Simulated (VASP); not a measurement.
# SnO2 (P-3m1) in VASP: notebook, part 2 of 2

VASP 6.6.1. Earlier steps stand in the parts before.

### Step 3. Vibrations by perturbation theory, PBE

This run uses another cell than the first one, of 16.61 Å³/atom, 1.006 times its volume.

The input, INCAR:

```
SYSTEM = SnO2
  PREC = Accurate
  ENCUT = 520
  EDIFF = 1E-8
  ISMEAR = 0
  SIGMA = 0.01
  LREAL = .False.
  LASPH = .True.
  NELM = 80
  ALGO = Normal
  ISIF = 2
  LWAVE = .False.
  LCHARG = .False.
  GGA = PE
  NBANDS = 20
  IBRION = 8
  NSW = 1
  LEPSILON = .True.
```

The input, KPOINTS:

```
Automatic mesh
0
Gamma
  12 12 6
  0 0 0
```

The input, POSCAR:

```
SnO2
1.0
    3.2279739430      0.0000000000      0.0000000000
   -1.6139869715      2.7955074374      0.0000000000
    0.0000000000      0.0000000000      5.5218884733
Sn O
1 2
Direct
    0.0000000000      0.0000000000      0.0000000000
    0.3333333333      0.6666666667      0.1832040066
    0.6666666667      0.3333333333      0.8167959934
```

Potentials or basis: VASP PAW PBE potentials, release 64 (Sn_d, O).

Launch:

```bash
cat potpaw_PBE.64/Sn_d/POTCAR potpaw_PBE.64/O/POTCAR > POTCAR
mpirun -np 1 vasp_std > vasp.out
```

OUTCAR:

```text
SYSTEM = SnO2
   PREC = Accurate
   ENCUT = 520
   EDIFF = 1E-8
   ISMEAR = 0
   LREAL = .False.
   LASPH = .True.
   NELM = 80
   ISIF = 2
   GGA = PE
   IBRION = 8
   NSW = 1
   LEPSILON = .True.

 ion  position               nearest neighbor table
   1  0.000  0.000  0.000-   2 2.12   3 2.12   3 2.12   2 2.12   3 2.12   2 2.12
   2  0.333  0.667  0.183-   1 2.12   1 2.12   1 2.12
   3  0.667  0.333  0.817-   1 2.12   1 2.12   1 2.12

  LATTYP: Found a hexagonal cell.
 ALAT       =     3.2279739430
 C/A-ratio  =     1.7106360122

  Lattice vectors:

 A1 = (   3.2279739430,   0.0000000000,   0.0000000000)
 A2 = (  -1.6139869715,   2.7955074374,   0.0000000000)
 A3 = (   0.0000000000,   0.0000000000,   5.5218884733)

Analysis of symmetry for initial positions (statically):
=====================================================================
 Subroutine PRICEL returns:
 Original cell was already a primitive cell.

 Routine SETGRP: Setting up the symmetry group for a
 hexagonal supercell.

 Subroutine GETGRP returns: Found 12 space group operations
 (whereof 12 operations were pure point group operations)
 out of a pool of 24 trial point group operations.

The static configuration has the point symmetry D_3d.

Analysis of symmetry for dynamics (positions and initial velocities):
=====================================================================
 Subroutine PRICEL returns:
 Original cell was already a primitive cell.

 Routine SETGRP: Setting up the symmetry group for a
 hexagonal supercell.

 Subroutine GETGRP returns: Found 12 space group operations
 (whereof 12 operations were pure point group operations)
 out of a pool of 24 trial point group operations.

The dynamic configuration has the point symmetry D_3d.

 Subroutine INISYM returns: Found 12 space group operations
 (whereof 12 operations are pure point group operations),
 and found     1 'primitive' translations

----------------------------------------------------------------------------------------

                                     Primitive cell

  volume of cell :      49.8286

  direct lattice vectors                    reciprocal lattice vectors
     3.227973943  0.000000000  0.000000000     0.309791844  0.178858404  0.000000000
    -1.613986971  2.795507437  0.000000000     0.000000000  0.357716809  0.000000000
     0.000000000  0.000000000  5.521888473     0.000000000  0.000000000  0.181097464

  length of vectors
     3.227973943  3.227973943  5.521888473     0.357716809  0.357716809  0.181097464

  position of ions in fractional coordinates (direct lattice)
[... 770 lines left out ...]
  ---------------------------------------------------
  ---------------------------------------------------
  free energy    TOTEN  =        -0.38211146 eV

  energy without entropy =       -0.38211146

------------------------ aborting loop because EDIFF is reached ----------------------------------------

 INTERNAL STRAIN TENSOR  FOR ION    2  DIRECTION 3   (eV/Angst):
 -----------------------------------------------------------------------------
    -9.74001  0.00000  0.00000
     0.00000 -9.74001 -0.00000
     0.00000 -0.00000-13.25895

 MACROSCOPIC STATIC DIELECTRIC TENSOR (including local field effects in DFT)
 ------------------------------------------------------
           3.954879     0.000000     0.000000
          -0.000000     3.954879     0.000000
          -0.000000    -0.000000     2.207584
 ------------------------------------------------------

 PIEZOELECTRIC TENSOR (including local field effects)  for field in x, y, z        (e  Angst)
          XX          YY          ZZ          XY          YZ          ZX
  --------------------------------------------------------------------------------
  x     0.00000     0.00000     0.00000     0.00000     0.00000     0.00000
  y     0.00000     0.00000     0.00000     0.00000     0.00000     0.00000
  z     0.00000     0.00000     0.00000     0.00000     0.00000     0.00000

 PIEZOELECTRIC TENSOR (including local field effects)  for field in x, y, z        (C/m^2)
          XX          YY          ZZ          XY          YZ          ZX
  --------------------------------------------------------------------------------
  x     0.00000     0.00000     0.00000     0.00000     0.00000     0.00000
  y     0.00000     0.00000     0.00000     0.00000     0.00000     0.00000
  z     0.00000     0.00000     0.00000     0.00000     0.00000     0.00000

 BORN EFFECTIVE CHARGES (including local field effects) (in |e|, cummulative output)
 ---------------------------------------------------------------------------------
 ion    1
    1     4.46992     0.00000     0.00000
    2     0.00000     4.46992     0.00000
    3    -0.00000     0.00000     1.61193
 ion    2
    1    -2.23496     0.00000     0.00000
    2     0.00000    -2.23496     0.00000
    3     0.00000    -0.00000    -0.80597
 ion    3
    1    -2.23496     0.00000     0.00000
    2     0.00000    -2.23496     0.00000
    3    -0.00000    -0.00000    -0.80597

 INTERNAL STRAIN TENSOR FOR ION    3 for displacements in x,y,z  (eV/Angst):
          X           Y           Z          XY          YZ          ZX
  --------------------------------------------------------------------------------
  x     0.00000     0.00000     0.00000    -0.50103     0.00000    10.84192
  y    -0.50103     0.50103     0.00000     0.00000    11.44203     0.00000
  z     9.74001     9.74001    13.25895     0.00000    -0.00000     0.00000

 SECOND DERIVATIVES (NOT SYMMETRIZED)
 ------------------------------------
               1X          1Y          1Z          2X          2Y          2Z          3X          3Y          3Z
  1X   -13.786788    0.000000    0.000000    6.893394    0.000000    0.000000    6.893394    0.000000    0.000000
  1Y     0.000000  -13.786788    0.000000    0.000000    6.893394    0.000000    0.000000    6.893394    0.000000
  1Z     0.000000    0.000000  -21.314865    0.000000    0.000000   10.657432    0.000000    0.000000   10.657432
  2X     6.909539    0.000000    0.000000   -8.992026    0.000000    0.000000    2.082487    0.000000    0.000000
  2Y     0.000000    6.909539    0.000000    0.000000   -8.992026   -0.000000    0.000000    2.082487    0.000000
  2Z     0.000000    0.000000   10.666160    0.000000   -0.000000  -11.965720    0.000000    0.000000    1.299560
  3X     6.909539    0.000000    0.000000    2.082487    0.000000    0.000000   -8.992026    0.000000    0.000000
  3Y     0.000000    6.909539    0.000000    0.000000    2.082487    0.000000    0.000000   -8.992026   -0.000000
  3Z     0.000000    0.000000   10.666160    0.000000    0.000000    1.299560    0.000000   -0.000000  -11.965720

 Eigenvectors and eigenvalues of the dynamical matrix
 ----------------------------------------------------

   1 f  =   14.380846 THz    90.357520 2PiTHz  479.693389 cm-1    59.474374 meV
             X         Y         Z           dx          dy          dz
      0.000000  0.000000  0.000000     0.000000   -0.000000   -0.460642
     -0.000000  1.863672  1.011632     0.000000    0.000000    0.627618
      1.613987  0.931836  4.510256    -0.000000    0.000000    0.627618
[... 43 lines left out ...]
   9 f/i=    0.005532 THz     0.034759 2PiTHz    0.184528 cm-1     0.022879 meV
             X         Y         Z           dx          dy          dz
      0.000000  0.000000  0.000000     0.103940   -0.881623    0.000000
     -0.000000  1.863672  1.011632     0.038115   -0.323289    0.000000
      1.613987  0.931836  4.510256     0.038115   -0.323289    0.000000

--------------------------------------------------------------------------------------------------------

 MACROSCOPIC STATIC DIELECTRIC TENSOR IONIC CONTRIBUTION
 ------------------------------------------------------
           5.258773     0.000000     0.000000
           0.000000     5.258773    -0.000000
           0.000000    -0.000000     0.442568
 ------------------------------------------------------

 ELASTIC MODULI CONTR FROM IONIC RELAXATION (kBar)
 Direction    XX          YY          ZZ          XY          YZ          ZX
 --------------------------------------------------------------------------------
 XX        -461.3592   -458.4438   -626.0580     -0.0000     33.2892      0.0000
 YY        -458.4438   -461.3592   -626.0580     -0.0000    -33.2892      0.0000
 ZZ        -626.0580   -626.0580   -852.2448     -0.0000      0.0000      0.0000
 XY          -0.0000     -0.0000     -0.0000     -1.4577      0.0000     31.5433
 YZ          33.2892    -33.2892      0.0000      0.0000   -760.2280     -0.0000
 ZX           0.0000      0.0000      0.0000     31.5433     -0.0000   -682.5748
 --------------------------------------------------------------------------------

 PIEZOELECTRIC TENSOR IONIC CONTR  for field in x, y, z        (C/m^2)
          XX          YY          ZZ          XY          YZ          ZX
  --------------------------------------------------------------------------------
  x     0.00000     0.00000     0.00000     0.00000    -0.00000    -0.00000
  y    -0.00000     0.00000    -0.00000     0.00000     0.00000    -0.00000
  z     0.00000     0.00000     0.00000     0.00000     0.00000    -0.00000
```

OSZICAR:

```text
N       E                     dE             d eps       ncg     rms          rms(c)
DAV:   1     0.258562280421E+03    0.25856E+03   -0.13491E+04  4284   0.177E+03
DAV:   2     0.951951909756E+01   -0.24904E+03   -0.23528E+03  4476   0.491E+02
DAV:   3    -0.201977704300E+02   -0.29717E+02   -0.29464E+02  4620   0.143E+02
DAV:   4    -0.211423444965E+02   -0.94457E+00   -0.94367E+00  4480   0.280E+01
[... 220 lines left out ...]
RMM:  11    -0.382111414386E+00    0.22294E-07    0.38153E-09  7410   0.161E-04    0.167E-05
RMM:  12    -0.382111468103E+00   -0.53717E-07    0.36786E-08  8168   0.666E-05    0.781E-06
RMM:  13    -0.382111452944E+00    0.15159E-07    0.26692E-10  8154   0.216E-05    0.309E-06
RMM:  14    -0.382111459881E+00   -0.69371E-08    0.20511E-10  7747   0.925E-06    0.618E-07
 Linear response finished
```

Run time: 13 min. Hardware: 1 thread of Intel Xeon 6975P-C (Granite Rapids), shared host; peak memory 0.94 GiB.

Results:

- Electronic dielectric tensor (diagonal): 3.95, 3.95, 2.21
- Born charges (mean of the diagonal): Sn +3.52; O -1.76 e
- Highest phonon frequency at Γ, LO-TO splitting left out: 480 cm⁻¹

Phonon frequencies in cm⁻¹ (negative: imaginary):
```tsv
q point	frequencies
(0.000, 0.000, 0.000)	0 0 0 386 386 434 434 475 480
```

Electronic dielectric tensor:
```
3.95 0.00 0.00
0.00 3.95 0.00
0.00 0.00 2.21
```

Born effective charge tensors (e):
atom 1, Sn
```
4.47 0.00 0.00
0.00 4.47 0.00
0.00 0.00 1.61
```
atom 2, O
```
-2.23  0.00  0.00
 0.00 -2.23  0.00
 0.00  0.00 -0.81
```
atom 3, O
```
-2.23  0.00  0.00
 0.00 -2.23  0.00
 0.00  0.00 -0.81
```

Caveat: spin-orbit coupling is left out, which moves the levels of the heavy elements.
